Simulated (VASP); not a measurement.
# CdS (F-43m) in VASP: further runs

The runs below take CdS through single point, with HSE06, PBE.

Everything below comes from runs of VASP 6.6.1. Logs are shortened: lines on timing, memory, paths and dates and some standing lists are left out, and cuts for length are marked.

### 1 The cell of the first run

Symmetry: F-43m, No. 216, cubic system. The conventional cell has a = 5.878 Å, b = 5.878 Å, c = 5.878 Å, α = 90.00°, β = 90.00°, γ = 90.00°. Cd (site symmetry -43m) has 4 S at 2.55 Å within 3.4 Å. S (site symmetry -43m) has 4 Cd at 2.55 Å within 3.4 Å.

### 2 Single point, HSE06, non-collinear spin, zero start, spin-orbit coupling

POSCAR

```
CdS
1.0
    0.0000000000      2.9392138922      2.9392138922
    2.9392138922      0.0000000000      2.9392138922
    2.9392138922      2.9392138922      0.0000000000
Cd S
1 1
Direct
    0.0000000000      0.0000000000      0.0000000000
    0.2500000000      0.2500000000      0.2500000000
```

INCAR.step1

```
  PREC = Accurate
  ENCUT = 520
  EDIFF = 1E-5
  ISMEAR = 0
  SIGMA = 0.01
  LREAL = False
  LASPH = True
  NELM = 150
  ALGO = Normal
  ISIF = 2
  LWAVE = True
  MAGMOM = 0 0 0 0 0 0
  LORBIT = 11
  LSORBIT = True
  GGA_COMPAT = False
  LORBMOM = True
  NBANDS = 30
  GGA = PE
```

INCAR.step2

```
  PREC = Accurate
  ENCUT = 520
  EDIFF = 1E-7
  ISMEAR = 0
  SIGMA = 0.01
  LREAL = False
  LASPH = True
  NELM = 150
  ALGO = Normal
  ISIF = 2
  LWAVE = False
  LCHARG = True
  MAGMOM = 0 0 0 0 0 0
  LORBIT = 11
  LSORBIT = True
  GGA_COMPAT = False
  LORBMOM = True
  GGA = PE
  LHFCALC = True
  HFSCREEN = 0.2079
  PRECFOCK = Normal
  LVHAR = True
  NBANDS = 30
  ISTART = 1
```

KPOINTS

```
regular mesh
0
Gamma
  4 4 4
```

Potentials or basis: VASP PAW PBE potentials, release 64 (Cd, S).

The run is started by

```sh
$ cat potpaw_PBE.64/Cd/POTCAR potpaw_PBE.64/S/POTCAR > POTCAR
$ cp INCAR.step1 INCAR
$ mpirun -np 1 vasp_ncl > vasp.out
$ cp INCAR.step2 INCAR
$ mpirun -np 1 vasp_ncl > vasp.out
```

OUTCAR:

```text
PREC = Accurate
   ENCUT = 520
   EDIFF = 1E-7
   ISMEAR = 0
   LREAL = False
   LASPH = True
   NELM = 150
   ISIF = 2
   LORBIT = 11
   LSORBIT = True
   GGA = PE
   LHFCALC = True
   HFSCREEN = 0.2079
   PRECFOCK = Normal
   ISTART = 1

 ion  position               nearest neighbor table
   1  0.000  0.000  0.000-   2 2.55   2 2.55   2 2.55   2 2.55
   2  0.250  0.250  0.250-   1 2.55   1 2.55   1 2.55   1 2.55

  LATTYP: Found a face centered cubic cell.
 ALAT       =     5.8784277844

  Lattice vectors:

 A1 = (   0.0000000000,   2.9392138922,   2.9392138922)
 A2 = (   2.9392138922,   0.0000000000,   2.9392138922)
 A3 = (   2.9392138922,   2.9392138922,   0.0000000000)

Analysis of symmetry for initial positions (statically):
=====================================================================
 Subroutine PRICEL returns:
 Original cell was already a primitive cell.

 Routine SETGRP: Setting up the symmetry group for a
 face centered cubic supercell.

 Subroutine GETGRP returns: Found 24 space group operations
 (whereof 24 operations were pure point group operations)
 out of a pool of 48 trial point group operations.

The static configuration has the point symmetry T_d .

Analysis of symmetry for dynamics (positions and initial velocities):
=====================================================================
 Subroutine PRICEL returns:
 Original cell was already a primitive cell.

 Routine SETGRP: Setting up the symmetry group for a
 face centered cubic supercell.

 Subroutine GETGRP returns: Found 24 space group operations
 (whereof 24 operations were pure point group operations)
 out of a pool of 48 trial point group operations.

The dynamic configuration has the point symmetry T_d .

Analysis of structural, dynamic, and magnetic symmetry:
=====================================================================
 Subroutine PRICEL returns:
 Original cell was already a primitive cell.

 Routine SETGRP: Setting up the symmetry group for a
 face centered cubic supercell.

 Subroutine GETGRP returns: Found 24 space group operations
 (whereof 24 operations were pure point group operations)
 out of a pool of 48 trial point group operations.

The overall configuration has the point symmetry T_d .

 Subroutine INISYM returns: Found 24 space group operations
 (whereof 24 operations are pure point group operations),
 and found     1 'primitive' translations

----------------------------------------------------------------------------------------

                                     Primitive cell

  volume of cell :      50.7836

  direct lattice vectors                    reciprocal lattice vectors
     0.000000000  2.939213892  2.939213892    -0.170113513  0.170113513  0.170113513
     2.939213892  0.000000000  2.939213892     0.170113513 -0.170113513  0.170113513
     2.939213892  2.939213892  0.000000000     0.170113513  0.170113513 -0.170113513

  length of vectors
     4.156676149  4.156676149  4.156676149     0.294645247  0.294645247  0.294645247

  position of ions in fractional coordinates (direct lattice)
     0.000000000  0.000000000  0.000000000
     0.250000000  0.250000000  0.250000000

  ion indices of the primitive-cell ions
   primitive index   ion index
                 1           1
                 2           2

----------------------------------------------------------------------------------------

 KPOINTS: regular mesh

Automatic generation of k-mesh.
 Grid dimensions read from file:
 generate k-points for:    4    4    4

 Generating k-lattice:

  Cartesian coordinates                     Fractional coordinates (reciprocal lattice)
    -0.042528378  0.042528378  0.042528378     0.250000000  0.000000000  0.000000000
     0.042528378 -0.042528378  0.042528378     0.000000000  0.250000000  0.000000000
     0.042528378  0.042528378 -0.042528378     0.000000000  0.000000000  0.250000000

  Length of vectors
     0.073661312  0.073661312  0.073661312

  Shift w.r.t. Gamma in fractional coordinates (k-lattice)
     0.000000000  0.000000000  0.000000000

 Subroutine IBZKPT returns following result:
 ===========================================

 Found     10 irreducible k-points:

 Following reciprocal coordinates:
            Coordinates               Weight
  0.000000  0.000000  0.000000      1.000000
  0.250000  0.000000  0.000000      4.000000
 -0.250000  0.000000  0.000000      4.000000
  0.500000  0.000000  0.000000      4.000000
  0.250000  0.250000  0.000000      6.000000
[... 42 lines left out ...]
     AMIX     =   0.40;   BMIX     =  1.00
     AMIX_MAG =   1.60;   BMIX_MAG =  1.00
  volume/ion in A,a.u.               =      25.39       171.35
  Fermi-wavevector in a.u.,A,eV,Ry     =   1.158576  2.189391 18.263073  1.342298
  Thomas-Fermi vector in A             =   2.295177
   LORBIT       =     11    0 simple, 1 ext, 2 COOP (PROOUT), +10 PAW based schemes
   GGA     = PE    functional components
   LHFCALC =     T    Hartree Fock is set to
   PRECFOCK=normal    Normal, Fast or Accurate (Low or Medium for compatibility)
   ENCUT4O =  -1.0   cutoff for four orbital integrals eV
   NKREDX  =     1    reduce k-point grid by
   NKREDY  =     1    reduce k-point grid by
   NKREDZ  =     1    reduce k-point grid by
   AEXX    =    0.2500 exact exchange contribution
   HFSCREEN=    0.2079 screening length (either q_TF or 0.3 A-1)
   HFSCREENC=   0.2079 screening length for correlation (either q_TF or 0.3 A-1)
   ENCUTFOCK=  -1.0 apply spherical cutoff to Coloumb kernel
   IVDW    =     0    specifies the selected vdW correction
   LEPSILON=     F    determine dielectric tensor
   LRPA    =     F    only Hartree local field effects (RPA)
 Gauss-broadening in eV      SIGMA  =   0.01
  energy-cutoff  :      520.00
  volume of cell :       50.78
 maximum number of plane-waves:      2768
 NGX is ok and might be reduce to    32
  NGX = 24; NGY = 24; NGZ = 24

 number of electron      18.0000005 magnetization      -0.0000000     -0.0000000     -0.0000000

 number of electron      18.0000005 magnetization       0.0000000      0.0000000      0.0000000

 Free energy of the ion-electron system (eV)
  ---------------------------------------------------
  ext. energy  EPLUGINS =         0.00000000
  ---------------------------------------------------
  free energy    TOTEN  =        -7.62480284 eV

  energy without entropy =       -7.62480284  energy(sigma->0) =       -7.62480284

 E-fermi :   0.5488     XC(G=0):  -7.5012

 val. band max:        0.5009730899   @ k =   0.0000   0.0000   0.0000
 cond. band min:       2.6023477740   @ k =   0.0000   0.0000   0.0000
 fundamental gap:      2.1013746841
 Fermi energy:         0.5488045912

 k-point     1 :       0.0000    0.0000    0.0000
  band No.  band energies     occupation
      1     -12.9244      1.00000
      2     -12.9244      1.00000
      3      -8.5998      1.00000
      4      -8.5998      1.00000
      5      -8.5998      1.00000
      6      -8.5998      1.00000
[... 319 lines left out ...]
     29      14.9224      0.00000
     30      14.9416      0.00000

------------------------ aborting loop because EDIFF is reached ----------------------------------------

  FORCE on cell =-STRESS in cart. coord.  units (eV):
  Direction    XX          YY          ZZ          XY          YZ          ZX
  --------------------------------------------------------------------------------------
  -------------------------------------------------------------------------------------
  Total        0.1970263      0.1970263      0.1970263      0.0000000      0.0000000      0.0000000
  in kB        6.2160044      6.2160044      6.2160044      0.0000000      0.0000000      0.0000000
  external PRESSURE =       6.2160044 kB  Pullay stress =       0.0000000 kB

 VOLUME and BASIS-vectors are now :
 -----------------------------------------------------------------------------
  energy-cutoff  :      520.00
  volume of cell :       50.78
      direct lattice vectors                 reciprocal lattice vectors
     0.000000000  2.939213892  2.939213892    -0.170113513  0.170113513  0.170113513
     2.939213892  0.000000000  2.939213892     0.170113513 -0.170113513  0.170113513
     2.939213892  2.939213892  0.000000000     0.170113513  0.170113513 -0.170113513

 POSITION                                       TOTAL-FORCE (eV/Angst)
 -----------------------------------------------------------------------------------
      0.00000      0.00000      0.00000         0.000000      0.000000      0.000000
      1.46961      1.46961      1.46961        -0.000000     -0.000000     -0.000000
 -----------------------------------------------------------------------------------
    total drift:                                0.000006     -0.000001      0.000011

  FREE ENERGIE OF THE ION-ELECTRON SYSTEM (eV)
  ---------------------------------------------------
  free  energy   TOTEN  =        -7.6248028410 eV

  energy  without entropy=       -7.6248028410  energy(sigma->0) =       -7.62480284

 orbital moment (x)

 # of ion     p       d       tot
 ----------------------------------------
  1        -0.000   0.000   0.000
  2        -0.000   0.000  -0.000
 ----------------------------------------
           -0.000   0.000  -0.000

 orbital moment (y)

 # of ion     p       d       tot
 ----------------------------------------
  1        -0.000   0.000   0.000
  2        -0.000   0.000  -0.000
 ----------------------------------------
           -0.000   0.000  -0.000

 orbital moment (z)

 # of ion     p       d       tot
 ----------------------------------------
  1        -0.000   0.000   0.000
  2        -0.000   0.000  -0.000
 ----------------------------------------
           -0.000   0.000  -0.000

 Spin-Orbit-Coupling matrix elements

 Ion:    1  E_soc:     -0.0538142
 l=   1
     0.0000000    -0.0021649    -0.0021649
    -0.0021649     0.0000000    -0.0021649
    -0.0021649    -0.0021649     0.0000000
 l=   2
     0.0000000    -0.0013892     0.0000000    -0.0013892    -0.0054149
    -0.0013892     0.0000000    -0.0040612    -0.0013892    -0.0013537
     0.0000000    -0.0040612     0.0000000    -0.0040612     0.0000000
    -0.0013892    -0.0013892    -0.0040612     0.0000000    -0.0013537
    -0.0054149    -0.0013537     0.0000000    -0.0013537     0.0000000
 l=   3
     0.0000000     0.0000000     0.0000000     0.0000000     0.0000000     0.0000000     0.0000000
     0.0000000     0.0000000     0.0000000     0.0000000     0.0000000     0.0000000     0.0000000
     0.0000000     0.0000000     0.0000000     0.0000000     0.0000000     0.0000000     0.0000000
     0.0000000     0.0000000     0.0000000     0.0000000     0.0000000     0.0000000     0.0000000
     0.0000000     0.0000000     0.0000000     0.0000000     0.0000000     0.0000000     0.0000000
     0.0000000     0.0000000     0.0000000     0.0000000     0.0000000     0.0000000     0.0000000
     0.0000000     0.0000000     0.0000000     0.0000000     0.0000000     0.0000000     0.0000000

 Ion:    2  E_soc:     -0.0020067
 l=   1
     0.0000000    -0.0003345    -0.0003345
    -0.0003345     0.0000000    -0.0003345
    -0.0003345    -0.0003345     0.0000000
 l=   2
     0.0000000     0.0000000     0.0000000     0.0000000     0.0000000
     0.0000000     0.0000000     0.0000000     0.0000000     0.0000000
     0.0000000     0.0000000     0.0000000     0.0000000     0.0000000
     0.0000000     0.0000000     0.0000000     0.0000000     0.0000000
     0.0000000     0.0000000     0.0000000     0.0000000     0.0000000
 l=   3
     0.0000000     0.0000000     0.0000000     0.0000000     0.0000000     0.0000000     0.0000000
     0.0000000     0.0000000     0.0000000     0.0000000     0.0000000     0.0000000     0.0000000
     0.0000000     0.0000000     0.0000000     0.0000000     0.0000000     0.0000000     0.0000000
     0.0000000     0.0000000     0.0000000     0.0000000     0.0000000     0.0000000     0.0000000
     0.0000000     0.0000000     0.0000000     0.0000000     0.0000000     0.0000000     0.0000000
     0.0000000     0.0000000     0.0000000     0.0000000     0.0000000     0.0000000     0.0000000
     0.0000000     0.0000000     0.0000000     0.0000000     0.0000000     0.0000000     0.0000000

 total charge

# of ion       s       p       d       tot
------------------------------------------
    1        0.393   0.312   9.608  10.312
    2        1.310   2.428   0.000   3.739
--------------------------------------------------
tot          1.703   2.740   9.608  14.051

 magnetization (x)

# of ion       s       p       d       tot
------------------------------------------
    1       -0.000   0.000  -0.000  -0.000
    2        0.000   0.000   0.000   0.000
--------------------------------------------------
tot         -0.000   0.000  -0.000   0.000

 magnetization (y)

# of ion       s       p       d       tot
------------------------------------------
    1        0.000   0.000  -0.000   0.000
    2        0.000   0.000   0.000   0.000
--------------------------------------------------
tot          0.000   0.000  -0.000   0.000

 magnetization (z)

# of ion       s       p       d       tot
------------------------------------------
    1        0.000  -0.000  -0.000  -0.000
    2        0.000   0.000   0.000   0.000
--------------------------------------------------
tot          0.000   0.000  -0.000   0.000
```

Wall time 30 min (1 thread of Intel Xeon Platinum 8488C (Sapphire Rapids), shared host); peak memory 0.43 GiB.

Results:

- Free energy: -7.6248 eV
- Pressure: 0.6 GPa
- Net moment: 0.00 μB per cell
- Valence electrons inside the program's atomic spheres: Cd 10.31; S 3.74

Moments on the atoms (μB; x, y, z):
```
Cd  0.00 0.00 0.00
S   0.00 0.00 0.00
```

Caveat: the k points lie up to 0.46 Å⁻¹ apart; the PAW data sets were made with another functional, which shifts forces and pressure a little.

### 3 Single point, PBE, non-collinear spin, zero start, spin-orbit coupling

INCAR

```
SYSTEM = CdS
  PREC = Accurate
  ENCUT = 520
  EDIFF = 1E-6
  ISMEAR = -1
  SIGMA = 0.02
  LREAL = .False.
  LASPH = .True.
  NELM = 150
  ALGO = Normal
  ISIF = 2
  LWAVE = .False.
  LCHARG = .False.
  MAGMOM = 0 0 0 0 0 0
  LORBIT = 11
  LSORBIT = .True.
  GGA_COMPAT = .False.
  LORBMOM = .True.
  GGA = PE
  NBANDS = 30
```

KPOINTS

```
regular mesh
0
Gamma
  8 8 8
  0 0 0
```

POSCAR is that of step 2.

Potentials or basis: VASP PAW PBE potentials, release 64 (Cd, S).

The run is started by

```sh
$ cat potpaw_PBE.64/Cd/POTCAR potpaw_PBE.64/S/POTCAR > POTCAR
$ mpirun -np 1 vasp_ncl > vasp.out
```

Wall time 5 min (1 thread of Intel Xeon 8259CL, shared host); peak memory 0.32 GiB.

The run converged. Its results:

| Quantity | Value |
| --- | --- |
| Free energy | -6.1684 eV |
| Pressure | 1.7 GPa |
| Net moment | 0.00 μB per cell |
| Valence electrons inside the program's atomic spheres | Cd 10.30; S 3.72 |

Moments on the atoms (μB; x, y, z):
```
Cd  0.00 0.00 0.00
S   0.00 0.00 0.00
```

[end of part 1 of 2]
